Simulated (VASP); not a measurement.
C: single point with r2SCAN

C:

```
CELL_PARAMETERS angstrom
0.00000 1.77408 1.77408
1.77408 0.00000 1.77408
1.77408 1.77408 0.00000
ATOMIC_POSITIONS crystal
C 0.00000 0.00000 0.00000
C 0.25000 0.25000 0.25000
```

| Property | Result |
| --- | --- |
| Program | VASP 6.6.1 |
| Task | single point |
| Functional | r2SCAN |
| Potentials or basis | VASP PAW PBE potentials, release 64 (C) |
| Cutoff | 520 eV |
| k mesh | 16 × 16 × 16 |
| Occupations | fermi-dirac, width 0.1 eV |
| Spin | no spin polarisation |
| Dipole correction | no |
| Further INCAR settings | ALGO = Normal; EDIFF = 1e-07; NBANDS = 11 |

```yaml
Pressure: 5.9 GPa
Band_gap_on_the_k_mesh: 4.36 eV, indirect (least direct gap 5.88 eV)
```

Levels at points of the mesh, in eV from the valence-band top:
```
           k point  band 1  band 2  band 3  band 4  band 5  band 6  band 7  band 8
(0.00, 0.00, 0.00)  -22.91    0.00    0.00    0.00    5.88    5.88    5.88   14.20
(0.50, 0.00, 0.00)  -16.87  -14.22   -3.02   -3.02    8.94    8.94    9.35   16.85
(0.50, 0.50, 0.00)  -13.70  -13.70   -6.76   -6.76    5.03    5.03   18.12   18.12
```

Run time: 42 s on 1 thread of Intel(R) Xeon(R) Platinum 8488C (Sapphire Rapids) (shared host), peak memory 0.13 GiB.

Caveat: the PAW data sets were made with another functional, which shifts forces and pressure a little. r2SCAN opens gaps a little over a GGA but as a rule still falls short of measured ones.
